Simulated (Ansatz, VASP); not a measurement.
## Ge in VASP and in Ansatz

File INCAR:

```
PREC = Accurate ; ENCUT = 520
EDIFF = 1E-7 ; ISMEAR = 0
SIGMA = 0.15 ; LREAL = F
LASPH = T ; NELM = 60
ALGO = Normal ; ISIF = 2
LWAVE = F ; LCHARG = F
GGA = PS ; NBANDS = 21
```

KPOINTS

```
regular mesh
0
Gamma
  24 24 24
```

Contents of POSCAR:

```
Ge
1.0
   -2.1791989288      2.9464289301      1.3967991573
    2.1791989288     -2.9464289301      1.3967991573
    2.1791989288      2.9464289301     -1.3967991573
Ge
2
Direct
    0.1246462076      0.8746462076      0.2500000000
    0.8753537924      0.1253537924      0.7500000000
```

Input for Ansatz:

```yaml
crystal:
  lattice:
    - [-2.1791989288, 2.9464289301, 1.3967991573]
    - [2.1791989288, -2.9464289301, 1.3967991573]
    - [2.1791989288, 2.9464289301, -1.3967991573]
  atoms:
    - { symbol: Ge, position: [0.1246462076, 0.8746462076, 0.25] }
    - { symbol: Ge, position: [0.8753537924, 0.1253537924, 0.75] }
basis:
  ecutwfc: 420
kpoints:
  mp_grid: { grid: [24, 24, 24] }
hamiltonian:
  xc: pbesol
scf:
  occupations: { method: gaussian, width: 0.15 }
output:
  forces: true
  stress: true
  eigenvalues: true
  write_density: true
  write_potential: true
  elf: true
  volumetric_format: npy
```

Change from the starting cell: strain -0.1500 x Voigt [1, -1, 0, 0, 0, 0], atoms carried along.

Alike in both runs: task single point; functional PBEsol; k mesh 24 × 24 × 24; occupations gaussian, width 0.15 eV; no spin polarisation.

|  | VASP | Ansatz |
| --- | --- | --- |
| version | VASP 6.6.1 | Ansatz 0.2.0 |
| potentials or method | VASP PAW PBE potentials, release 64 (Ge_d), cutoff 520 eV | scalar-relativistic, plane waves, PAW |
| valence electrons in the cell | 28 | 28 |

```tsv
	VASP	Ansatz	Ansatz less VASP
gap on the k mesh at the Fermi level (eV)	none	none	-
pressure (GPa)	13.6	13.7	+0.06
traceless stress, the component that is largest in VASP (GPa)	31.14	31.30	+0.155
rms of the force components (eV/Å)	0.728	0.735	+0.0065
```

VASP's potentials were made for PBE, not for PBEsol. Atom by atom the forces differ by 0.006 eV/Å (rms over components). A gap of «none» marks a metal or a gap that the smearing closes. With one functional, cell and mesh, what is left measures potentials, basis and numerics.
